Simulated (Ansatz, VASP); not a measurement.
Two plane-wave programs on TaF3

```
Ta F
1.0
     4.16404    0.00000    0.00000
     0.00000    4.16404    0.00000
     0.00000    0.00000    4.16786
Ta F
1 3
Direct
  0.50000 0.50000 0.50000
  0.00000 0.50000 0.49959
  0.50000 0.00000 0.50041
  0.50000 0.50000 0.00000
```

Alike in both runs: functional PBE; k mesh 6 × 6 × 4; occupations gaussian, width 0.1 eV; collinear spin.

Ansatz relaxed the structure, and its values are those at the end. VASP's run is a single point on that final structure, the one shown.

```csv
,VASP,Ansatz
version,VASP 6.6.1,Ansatz 0.2.0
potentials or method,"VASP PAW PBE potentials, release 64 (Ta_pv, F), cutoff 520 eV","scalar-relativistic, plane waves, PAW"
valence electrons in the cell,32,34
```

Ansatz gave:

- gap on the k mesh at the Fermi level (eV): none
- pressure (GPa): 0.0
- net moment per atom (μB): 0.50
- size of the moment on the site where the two differ most (μB): 0.89

Task: Estimate VASP's values.

Result: gap on the k mesh at the Fermi level (eV): none; pressure (GPa): 0.0; net moment per atom (μB): 0.50; size of the moment on the site where the two differ most (μB): 1.54.

Site moments also hang on the region over which each program counts them. A gap of «none» marks a metal or a gap that the smearing closes. VASP's potentials hold 32 valence electrons a cell and Ansatz's 34, so a difference there can come from the potentials and not from the codes.

The k mesh is coarse, so the values compare programs but aren't converged. Spin-orbit coupling is off throughout.
